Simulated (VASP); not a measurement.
Here is a VASP 6.6.1 calculation.

The input POSCAR:

```
Cr
1.0
    0.0000000000      2.4633814864      2.4633814864
    2.4633814864      0.0000000000      2.4633814864
    2.4633814864      2.4633814864      0.0000000000
Cr
2
Direct
    0.5000000000      0.5000000000      0.5000000000
    0.7500000000      0.7500000000      0.7500000000
```

The input INCAR.step1:

```
PREC = Accurate ; ENCUT = 600
ISMEAR = 0 ; SIGMA = 0.1
LREAL = F ; LASPH = T
NELM = 150 ; ISPIN = 2
MAGMOM = 0.22 0.22 ; LMAXMIX = 4
GGA = PE ; ALGO = Normal
EDIFF = 1E-4 ; LWAVE = T
LCHARG = F
```

File INCAR.step2:

```
PREC = Accurate ; ENCUT = 600
EDIFF = 1E-7 ; ISMEAR = 0
SIGMA = 0.1 ; LREAL = F
LASPH = T ; NELM = 150
ALGO = Normal ; ISIF = 3
LWAVE = F ; LCHARG = F
ISPIN = 2 ; MAGMOM = 0.22 0.22
LORBIT = 11 ; LMAXMIX = 4
METAGGA = R2SCAN ; LMIXTAU = T
IBRION = 2 ; NSW = 90
EDIFFG = -0.04 ; ISTART = 1
```

File KPOINTS:

```
regular mesh
0
Gamma
  6 6 6
```

Potentials or basis: VASP PAW PBE potentials, release 64 (Cr_pv).

Run with:

```console
$ cat potpaw_PBE.64/Cr_pv/POTCAR > POTCAR
$ cp INCAR.step1 INCAR
$ mpirun -np 1 vasp_std > vasp.out
$ cp INCAR.step2 INCAR
$ mpirun -np 1 vasp_std > vasp.out
```

Q: Estimate the band gap on the k mesh.

A: Zero (filled and empty bands overlap).

Q: What does it give for the net moment?

A: 0.00 μB per cell.

The path:
```csv
step,energy change (eV),largest force (eV/Å),pressure (GPa),volume (Å³)
1,0.0000,0.0000,9.90,29.90
2,-0.0540,0.0000,-4.90,34.07
3,-0.0789,0.0000,-0.06,32.53
```

Caveat: the k points lie up to 0.36 Å⁻¹ apart in the final cell; the PAW data sets were made with another functional, which shifts forces and pressure a little.
